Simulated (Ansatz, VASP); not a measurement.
MoS2: VASP beside Ansatz

The input POSCAR:

```
MoS2
1.0
    1.5875907347      0.9165959380      6.1939395993
   -1.5875907347      0.9165959380      6.1939395993
    0.0000000000     -1.8331918760      6.1939395993
Mo S
1 2
Direct
   -0.0000146007     -0.0000146007     -0.0000146007
    0.4170015121      0.4170015121      0.4170015121
    0.2496797553      0.2496797553      0.2496797553
```

The input INCAR.step1:

```
SYSTEM = MoS2
PREC = Accurate ; ENCUT = 520
ISMEAR = 0 ; SIGMA = 0.01
LREAL = .False. ; LASPH = .True.
NELM = 80 ; NBANDS = 20
GGA = PE ; ALGO = Normal
EDIFF = 1E-4 ; LWAVE = .True.
LCHARG = .False.
```

Contents of INCAR.step2:

```
SYSTEM = MoS2
PREC = Accurate ; ENCUT = 520
EDIFF = 1E-6 ; ISMEAR = 0
SIGMA = 0.01 ; LREAL = .False.
LASPH = .True. ; NELM = 80
ALGO = Normal ; ISIF = 2
LWAVE = .False. ; LCHARG = .True.
METAGGA = R2SCAN ; LMIXTAU = .True.
LELF = .True. ; LVHAR = .True.
NBANDS = 20 ; ISTART = 1
```

File KPOINTS:

```
Automatic mesh
0
Gamma
  6 6 6
  0 0 0
```

Input for Ansatz:

```yaml
crystal:
  lattice:
    - [1.5875907347, 0.916595938, 6.1939395993]
    - [-1.5875907347, 0.916595938, 6.1939395993]
    - [0.0, -1.833191876, 6.1939395993]
  atoms:
    - { symbol: Mo, position: [-1.46007e-05, -1.46007e-05, -1.46007e-05] }
    - { symbol: S, position: [0.4170015121, 0.4170015121, 0.4170015121] }
    - { symbol: S, position: [0.2496797553, 0.2496797553, 0.2496797553] }
kpoints:
  mp_grid: { grid: [6, 6, 6] }
hamiltonian:
  xc: r2scan
scf:
  occupations: { method: fixed }
  n_extra_bands: 4
  convergence: { dr2_threshold: 1.0e-12 }
  max_iter: 55
output:
  forces: true
  stress: true
  eigenvalues: true
```

Alike in both runs: task single point; functional r2SCAN; k mesh 6 × 6 × 6; no spin polarisation.

|  | VASP | Ansatz |
| --- | --- | --- |
| version | VASP 6.6.1 | Ansatz 0.2.0 |
| potentials or method | VASP PAW PBE potentials, release 64 (Mo_sv, S) | plane waves |
| plane-wave cutoff (eV) | 520 | 500 |
| occupations | gaussian, width 0.01 eV | fixed |
| valence electrons in the cell | 26 | 26 |

Ansatz gave:

| Quantity | Value |
| --- | --- |
| gap on the k mesh at the Fermi level (eV) | 1.03 |
| pressure (GPa) | 1.2 |
| traceless stress, the component that is largest in VASP (GPa) | -0.07 |
| rms of the force components (eV/Å) | 0.024 |

**Question.** Estimate VASP's values.

**Answer.** gap on the k mesh at the Fermi level (eV): 1.05; pressure (GPa): 1.2; traceless stress, the component that is largest in VASP (GPa): -0.13; rms of the force components (eV/Å): 0.022.

VASP's potentials were made for PBE, not for r2SCAN. Atom by atom the forces differ by 0.002 eV/Å (rms over components).
